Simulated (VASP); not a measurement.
Here is a VASP 6.6.1 calculation.

Contents of INCAR:

```
SYSTEM = KI2
PREC = Accurate ; ENCUT = 520
EDIFF = 1E-7 ; ISMEAR = 0
SIGMA = 0.1 ; LREAL = .FALSE.
LASPH = .TRUE. ; NELM = 80
ALGO = Normal ; ISIF = 2
LWAVE = .FALSE. ; LCHARG = .FALSE.
GGA = PE ; NBANDS = 32
```

File KPOINTS:

```
regular mesh
0
G
  4 4 4
  0 0 0
```

Contents of POSCAR:

```
KI2
1.0
    6.6898805700      0.0000000000      0.0000000000
    0.0000000000      6.6898805700      0.0000000000
    0.0000000000      0.0000000000      6.6898805700
K I
2 4
Direct
    0.0000000000      0.0000000000      0.0000000000
    0.5000000000      0.5000000000      0.5000000000
    0.2500000000      0.2500000000      0.2500000000
    0.7500000000      0.7500000000      0.2500000000
    0.7500000000      0.2500000000      0.7500000000
    0.2500000000      0.7500000000      0.7500000000
```

Potentials or basis: VASP PAW PBE potentials, release 64 (K_sv, I).

Command:

```console
$ cat potpaw_PBE.64/K_sv/POTCAR potpaw_PBE.64/I/POTCAR > POTCAR
$ mpirun -np 1 vasp_std > vasp.out
```

**Question.** What does it give for the pressure?

**Answer.** 6.1 GPa.

**Question.** Estimate the band gap on the k mesh.

**Answer.** Zero (band 23 reaches -0.83 eV, above the bottom of band 24 at -0.94 eV).

Caveat: spin-orbit coupling is left out, which moves the levels of the heavy elements.
